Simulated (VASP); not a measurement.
# Si4S (R-3m) in VASP: single point with PBE

Aim: the single point of Si4S with PBE.

All numbers are computed with VASP 6.6.1; they aren't measurements. Logs are shortened: lines on timing, memory, paths and dates and some standing lists are left out, and cuts for length are marked.

### 1 The cell of the first run

Symmetry: R-3m, No. 166, trigonal system. The conventional cell has a = 5.188 Å, b = 5.188 Å, c = 12.283 Å, α = 90.00°, β = 90.00°, γ = 120.00°. Within 3.3 Å of Si (site symmetry 2/m) lie 2 S at 2.54 Å and 6 Si at 2.59 Å. Si (site symmetry -3m) has 6 Si at 2.59 Å within 3.4 Å. Within 3.3 Å of S (site symmetry -3m) lie 6 Si at 2.54 Å.

### 2 Single point, PBE

Input file INCAR:

```
SYSTEM = Si4S
PREC     = Accurate       ! precision mode
ENCUT    = 500            ! plane-wave cutoff, eV
EDIFF    = 1E-6           ! SCF threshold, eV
ISMEAR   = 0              ! smearing method
SIGMA    = 0.2            ! smearing width, eV
LREAL    = .FALSE.        ! projectors in reciprocal space
LASPH    = .TRUE.         ! aspherical terms in the spheres
NELM     = 120            ! most SCF steps
ALGO     = Normal         ! electronic algorithm
ISIF     = 2              ! what is computed and relaxed
LWAVE    = .FALSE.        ! write WAVECAR
LCHARG   = .TRUE.         ! write CHGCAR
GGA      = PE             ! functional
LELF     = .TRUE.         ! ELF
LVHAR    = .TRUE.       
NBANDS   = 19             ! bands
GGA_COMPAT= .FALSE.
```

Input file KPOINTS:

```
regular mesh
0
G
  4 4 4
  0 0 0
```

Input file POSCAR:

```
Si4S
1.0
    2.5940514034      1.4976762775      4.0944176493
   -2.5940514034      1.4976762775      4.0944176493
    0.0000000000     -2.9953525506      4.0944176509
Si S
4 1
Direct
    0.5000000000      0.5000000000      0.0000000000
    0.0000000000      0.5000000000      0.5000000000
    0.5000000000      0.0000000000      0.5000000000
    0.0000000000      0.0000000000      0.0000000000
    0.5000000000      0.5000000000      0.5000000000
```

Potentials or basis: VASP PAW PBE potentials, release 64 (Si, S).

The run is started by

```console
$ cat potpaw_PBE.64/Si/POTCAR potpaw_PBE.64/S/POTCAR > POTCAR
$ mpirun -np 1 vasp_std > vasp.out
```

OUTCAR:

```text
SYSTEM = Si4S
   PREC = Accurate
   ENCUT = 500
   EDIFF = 1E-6
   ISMEAR = 0
   LREAL = .FALSE.
   LASPH = .TRUE.
   NELM = 120
   ISIF = 2
   GGA = PE

 ion  position               nearest neighbor table
   1  0.500  0.500  0.000-   5 2.54   5 2.54   3 2.59   2 2.59   3 2.59   2 2.59   4 2.59   4 2.59

   2  0.000  0.500  0.500-   5 2.54   5 2.54   4 2.59   4 2.59   1 2.59   1 2.59   3 2.59   3 2.59

   3  0.500  0.000  0.500-   5 2.54   5 2.54   4 2.59   1 2.59   1 2.59   4 2.59   2 2.59   2 2.59

   4  0.000  0.000  0.000-   2 2.59   3 2.59   2 2.59   3 2.59   1 2.59   1 2.59
   5  0.500  0.500  0.500-   1 2.54   1 2.54   3 2.54   2 2.54   3 2.54   2 2.54

  LATTYP: Found a trigonal (rhomboedric) cell.
 ALAT       =     5.0731048484
 COS(alpha) =     0.4770749160

  Lattice vectors:

 A1 = (   2.5940514034,   1.4976762775,   4.0944176493)
 A2 = (  -2.5940514034,   1.4976762775,   4.0944176493)
 A3 = (   0.0000000000,  -2.9953525506,   4.0944176509)

Analysis of symmetry for initial positions (statically):
=====================================================================
 Subroutine PRICEL returns:
 Original cell was already a primitive cell.

 Routine SETGRP: Setting up the symmetry group for a
 trigonal (rhombohedral) supercell.

 Subroutine GETGRP returns: Found 12 space group operations
 (whereof 12 operations were pure point group operations)
 out of a pool of 12 trial point group operations.

The static configuration has the point symmetry D_3d.

Analysis of symmetry for dynamics (positions and initial velocities):
=====================================================================
 Subroutine PRICEL returns:
 Original cell was already a primitive cell.

 Routine SETGRP: Setting up the symmetry group for a
 trigonal (rhombohedral) supercell.

 Subroutine GETGRP returns: Found 12 space group operations
 (whereof 12 operations were pure point group operations)
 out of a pool of 12 trial point group operations.

The dynamic configuration has the point symmetry D_3d.

 Subroutine INISYM returns: Found 12 space group operations
 (whereof 12 operations are pure point group operations),
 and found     1 'primitive' translations

----------------------------------------------------------------------------------------

                                     Primitive cell

  volume of cell :      95.4421

  direct lattice vectors                    reciprocal lattice vectors
     2.594051403  1.497676278  4.094417649     0.192748686  0.111283506  0.081411659
    -2.594051403  1.497676278  4.094417649    -0.192748686  0.111283506  0.081411659
     0.000000000 -2.995352551  4.094417651     0.000000000 -0.222567012  0.081411659

  length of vectors
     5.073104848  5.073104848  5.073104848     0.236989310  0.236989310  0.236989310

  position of ions in fractional coordinates (direct lattice)
     0.500000000  0.500000000  0.000000000
     1.000000000  0.500000000  0.500000000
     0.500000000  1.000000000  0.500000000
     0.000000000  0.000000000  0.000000000
     0.500000000  0.500000000  0.500000000

  ion indices of the primitive-cell ions
   primitive index   ion index
                 1           1
                 2           2
                 3           3
                 4           4
                 5           5

----------------------------------------------------------------------------------------

 KPOINTS: regular mesh

Automatic generation of k-mesh.
 Grid dimensions read from file:
 generate k-points for:    4    4    4

 Generating k-lattice:

  Cartesian coordinates                     Fractional coordinates (reciprocal lattice)
     0.048187172  0.027820876  0.020352915     0.250000000 -0.000000000 -0.000000000
    -0.048187172  0.027820876  0.020352915    -0.000000000  0.250000000 -0.000000000
     0.000000000 -0.055641753  0.020352915     0.000000000  0.000000000  0.250000000

  Length of vectors
     0.059247327  0.059247327  0.059247327

  Shift w.r.t. Gamma in fractional coordinates (k-lattice)
     0.000000000  0.000000000  0.000000000

 Subroutine IBZKPT returns following result:
 ===========================================

 Found     13 irreducible k-points:

 Following reciprocal coordinates:
            Coordinates               Weight
  0.000000  0.000000  0.000000      1.000000
  0.250000 -0.000000 -0.000000      6.000000
  0.500000 -0.000000 -0.000000      3.000000
  0.250000  0.250000 -0.000000      6.000000
  0.500000  0.250000  0.000000     12.000000
 -0.250000  0.250000  0.000000      6.000000
  0.500000  0.500000 -0.000000      3.000000
  0.250000  0.250000  0.250000      2.000000
  0.500000  0.250000  0.250000      6.000000
 -0.250000  0.250000  0.250000      6.000000
  0.500000  0.500000  0.250000      6.000000
 -0.250000  0.500000  0.250000      6.000000
  0.500000  0.500000  0.500000      1.000000
   k-points           NKPTS =     13   k-points in BZ     NKDIM =     13   number of bands    NBANDS=     19
   number of dos      NEDOS =    301   number of ions     NIONS =      5
   total plane-waves  NPLWV =  64000
   dimension x,y,z NGX =    40 NGY =   40 NGZ =   40
   dimension x,y,z NGXF=    80 NGYF=   80 NGZF=   80
   ions per type =               4   1
   NGX,Y,Z   is equivalent  to a cutoff of  13.11, 13.11, 13.11 a.u.
   NGXF,Y,Z  is equivalent  to a cutoff of  26.22, 26.22, 26.22 a.u.
 SYSTEM =  Si4S
   PREC   = accura    normal or accurate (medium, high low for compatibility)
   ISTART =      0    job   : 0-new  1-cont  2-samecut
   ICHARG =      2    charge: 1-file 2-atom 10-const
   ISPIN  =      1    spin polarized calculation?
   LNONCOLLINEAR =      F non collinear calculations
   LSORBIT =      F    spin-orbit coupling
   LASPH  =      T    aspherical Exc in radial PAW
   ENCUT  =  500.0 eV  36.75 Ry    6.06 a.u.   9.25  9.25  9.25*2*pi/ulx,y,z
   NELM   =    120;   NELMIN=  2; NELMDL= -5     # of ELM steps
   EDIFF  = 0.1E-05   stopping-criterion for ELM
   LREAL  =      F    real-space projection
   EDIFFG = 0.1E-04   stopping-criterion for IOM
   NSW    =      0    number of steps for IOM
   IBRION =     -1    ionic relax: 0-MD 1-quasi-New 2-CG
   NFREE  =      0    steps in history (QN), initial steepest desc. (CG)
   ISIF   =      2    stress and relaxation
   ISYM   =      2    0-nonsym 1-usesym 2-fastsym
   POTIM  = 0.5000    time-step for ionic-motion
   TEBEG  =    0.0;   TEEND  =   0.0 temperature during run
   PSTRESS=    0.0 pullay stress
   NELECT =      22.0000    total number of electrons
   NUPDOWN=      -1.0000    fix difference up-down
   EMIN   =  10.00;   EMAX   =-10.00  energy-range for DOS
   EFERMI =   0.00;   METHOD = LEGACY
   ISMEAR =     0;   SIGMA  =   0.20  broadening in eV -4-tet -1-fermi 0-gaus
   EFERMI_NEDOS =   21; number of points for ismear=-14 and -15
   IALGO  =     38    algorithm
   IMIX   =      4    mixing-type and parameters
     AMIX     =   0.40;   BMIX     =  1.00
     AMIX_MAG =   1.60;   BMIX_MAG =  1.00
  volume/ion in A,a.u.               =      19.09       128.81
  Fermi-wavevector in a.u.,A,eV,Ry     =   1.003774  1.896857 13.708705  1.007561
  Thomas-Fermi vector in A             =   2.136347
   LORBIT       =      0    0 simple, 1 ext, 2 COOP (PROOUT), +10 PAW based schemes
   GGA     = PE    functional components
   LHFCALC =     F    Hartree Fock is set to
   AEXX    =    0.0000 exact exchange contribution
   IVDW    =     0    specifies the selected vdW correction
   LEPSILON=     F    determine dielectric tensor
   LRPA    =     F    only Hartree local field effects (RPA)
 non-spin polarized calculation
 Gauss-broadening in eV      SIGMA  =   0.20
  energy-cutoff  :      500.00
  volume of cell :       95.44
 maximum number of plane-waves:      2450
 NGX is ok and might be reduce to    40
   NGX = 19   NGY = 19   NGZ = 19

 number of electron      22.0000000 magnetization

 Free energy of the ion-electron system (eV)
  ---------------------------------------------------
  ext. energy  EPLUGINS =         0.00000000
  ---------------------------------------------------
  free energy    TOTEN  =       -22.70794836 eV

  energy without entropy =      -22.61013127  energy(sigma->0) =      -22.65903981

 E-fermi :   6.4006     XC(G=0):  -9.7008

 val. band max:        6.4001338100   @ k =   0.5000   0.2500   0.2500
 cond. band min:       6.4541317620   @ k =  -0.2500   0.2500   0.2500
 fundamental gap:      0.0539979520
 Fermi energy:         6.4005986664

 k-point     1 :       0.0000    0.0000    0.0000
  band No.  band energies     occupation
      1      -8.6124      2.00000
      2      -3.5928      2.00000
      3      -1.4100      2.00000
      4       0.6865      2.00000
      5       0.6865      2.00000
      6       1.2262      2.00000
[... 11 lines left out ...]
     18      12.4557      0.00000
     19      13.4436      0.00000

 k-point     2 :       0.2500   -0.0000   -0.0000
  band No.  band energies     occupation
      1      -8.3971      2.00000
      2      -3.9147      2.00000
      3      -1.9892      2.00000
      4      -0.8239      2.00000
      5      -0.0166      2.00000
      6       1.7545      2.00000
[... 11 lines left out ...]
     18      11.1742      0.00000
     19      12.5527      0.00000

 k-point     3 :       0.5000   -0.0000   -0.0000
  band No.  band energies     occupation
      1      -8.1346      2.00000
      2      -4.3826      2.00000
      3      -2.2969      2.00000
      4      -1.4621      2.00000
      5      -0.3396      2.00000
      6       1.6398      2.00000
[... 11 lines left out ...]
     18      11.6941      0.00000
     19      12.5513      0.00000

 k-point     4 :       0.2500    0.2500   -0.0000
  band No.  band energies     occupation
      1      -8.2862      2.00000
      2      -4.2565      2.00000
      3      -2.1830      2.00000
      4      -0.7380      2.00000
      5       0.3203      2.00000
      6       1.0172      2.00000
[... 11 lines left out ...]
     18      11.5974      0.00000
     19      12.7948      0.00000

 k-point     5 :       0.5000    0.2500    0.0000
  band No.  band energies     occupation
      1      -8.0152      2.00000
      2      -4.4454      2.00000
      3      -2.7772      2.00000
      4      -2.0460      2.00000
      5       0.7640      2.00000
      6       1.6555      2.00000
[... 11 lines left out ...]
     18      11.7151      0.00000
     19      12.1522      0.00000
[... 92 lines left out ...]
      2      -4.3314      2.00000
      3      -3.3058      2.00000
      4      -0.9384      2.00000
      5      -0.4039      2.00000
      6       2.2330      2.00000
[... 11 lines left out ...]
     18      10.5776      0.00000
     19      11.9497      0.00000

 k-point    11 :       0.5000    0.5000    0.2500
  band No.  band energies     occupation
      1      -7.7969      2.00000
      2      -5.5212      2.00000
      3      -1.8421      2.00000
      4      -0.9009      2.00000
      5      -0.1588      2.00000
      6       1.8326      2.00000
[... 11 lines left out ...]
     18      12.6131      0.00000
     19      13.0011      0.00000

 k-point    12 :      -0.2500    0.5000    0.2500
  band No.  band energies     occupation
      1      -7.8552      2.00000
      2      -4.8307      2.00000
      3      -2.8809      2.00000
      4      -2.0524      2.00000
      5       0.9077      2.00000
      6       2.1541      2.00000
[... 11 lines left out ...]
     18      10.9865      0.00000
     19      11.9520      0.00000

 k-point    13 :       0.5000    0.5000    0.5000
  band No.  band energies     occupation
      1      -7.6901      2.00000
      2      -6.0546      2.00000
      3      -0.1157      2.00000
      4      -0.1157      2.00000
      5       0.6750      2.00000
      6       1.1846      2.00000
[... 11 lines left out ...]
     18      13.2362      0.00000
     19      13.2370      0.00000

------------------------ aborting loop because EDIFF is reached ----------------------------------------

  FORCE on cell =-STRESS in cart. coord.  units (eV):
  Direction    XX          YY          ZZ          XY          YZ          ZX
  --------------------------------------------------------------------------------------
  -------------------------------------------------------------------------------------
  Total        0.2816766      0.2816766     -0.1147407      0.0000000     -0.0000000      0.0000000
  in kB        4.7284780      4.7284780     -1.9261421      0.0000000     -0.0000000      0.0000000
  external PRESSURE =       2.5102713 kB  Pullay stress =       0.0000000 kB

 VOLUME and BASIS-vectors are now :
 -----------------------------------------------------------------------------
  energy-cutoff  :      500.00
  volume of cell :       95.44
      direct lattice vectors                 reciprocal lattice vectors
     2.594051403  1.497676278  4.094417649     0.192748686  0.111283506  0.081411659
    -2.594051403  1.497676278  4.094417649    -0.192748686  0.111283506  0.081411659
     0.000000000 -2.995352551  4.094417651     0.000000000 -0.222567012  0.081411659

 POSITION                                       TOTAL-FORCE (eV/Angst)
 -----------------------------------------------------------------------------------
      0.00000      1.49768      4.09442         0.000000      0.000000     -0.000000
     -1.29703     -0.74884      4.09442        -0.000000     -0.000000      0.000000
      1.29703     -0.74884      4.09442        -0.000000      0.000000     -0.000000
      0.00000      0.00000      0.00000         0.000000     -0.000000      0.000000
      0.00000      0.00000      6.14163        -0.000000     -0.000000     -0.000000
 -----------------------------------------------------------------------------------
    total drift:                               -0.000000      0.000000     -0.000000

  FREE ENERGIE OF THE ION-ELECTRON SYSTEM (eV)
  ---------------------------------------------------
  free  energy   TOTEN  =       -22.7079483622 eV

  energy  without entropy=      -22.6101312664  energy(sigma->0) =      -22.65903981
```

Wall time 26 s (1 thread of Intel Xeon Platinum 8488C (Sapphire Rapids), shared host); peak memory 0.23 GiB.

Results:

```yaml
Free_energy: -22.7079 eV
Pressure: 0.3 GPa
Band_gap_on_the_k_mesh: zero (band 11 reaches 6.45 eV, above the bottom of band 12 at 5.55 eV)
```

Levels at points of the mesh, in eV from the Fermi level:
| k point | band 8 | band 9 | band 10 | band 11 | band 12 | band 13 | band 14 | band 15 |
| --- | --- | --- | --- | --- | --- | --- | --- | --- |
| (0.00, 0.00, 0.00) | -4.28 | -3.62 | -3.29 | -3.29 | 1.03 | 2.19 | 3.06 | 3.06 |
| (0.50, 0.00, 0.00) | -2.20 | -0.94 | -0.35 | -0.25 | -0.01 | 0.59 | 1.07 | 3.17 |
| (0.50, 0.50, 0.00) | -2.11 | -0.49 | -0.33 | -0.26 | 0.30 | 1.18 | 1.28 | 1.32 |
| (0.50, 0.50, 0.50) | -5.19 | -1.53 | -1.53 | -0.86 | -0.86 | 1.23 | 1.23 | 3.92 |

Caveat: the k points lie up to 0.37 Å⁻¹ apart.
